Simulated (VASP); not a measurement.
Input of a VASP 6.6.1 run:

The input INCAR:

```
SYSTEM = Rb
PREC     = Accurate       ! precision mode
ENCUT    = 520            ! plane-wave cutoff, eV
EDIFF    = 1E-7           ! SCF threshold, eV
ISMEAR   = 1              ! smearing method
SIGMA    = 0.1            ! smearing width, eV
LREAL    = .False.        ! projectors in reciprocal space
LASPH    = .True.         ! aspherical terms in the spheres
NELM     = 80             ! most SCF steps
ALGO     = Normal         ! electronic algorithm
ISIF     = 2              ! what is computed and relaxed
LWAVE    = .False.        ! write WAVECAR
LCHARG   = .False.        ! write CHGCAR
GGA      = PS             ! functional
NBANDS   = 10             ! bands
```

KPOINTS

```
Automatic mesh
0
Gamma
  20 20 20
  0 0 0
```

POSCAR

```
Rb
1.0
   -2.7950000000      2.7950000000      2.7950000000
    2.7950000000     -2.7950000000      2.7950000000
    2.7950000000      2.7950000000     -2.7950000000
Rb
1
Direct
    0.0000000000      0.0000000000      0.0000000000
```

Potentials or basis: VASP PAW PBE potentials, release 64 (Rb_sv).

Command:

```bash
$ cat potpaw_PBE.64/Rb_sv/POTCAR > POTCAR
$ mpirun -np 1 vasp_std > vasp.out
```

What does it give for the band gap on the k mesh?

Zero (an odd number of electrons rules out a gap without spin polarisation).

What does it give for the pressure?

0.0 GPa.

Caveat: the PAW data sets were made with another functional, which shifts forces and pressure a little.
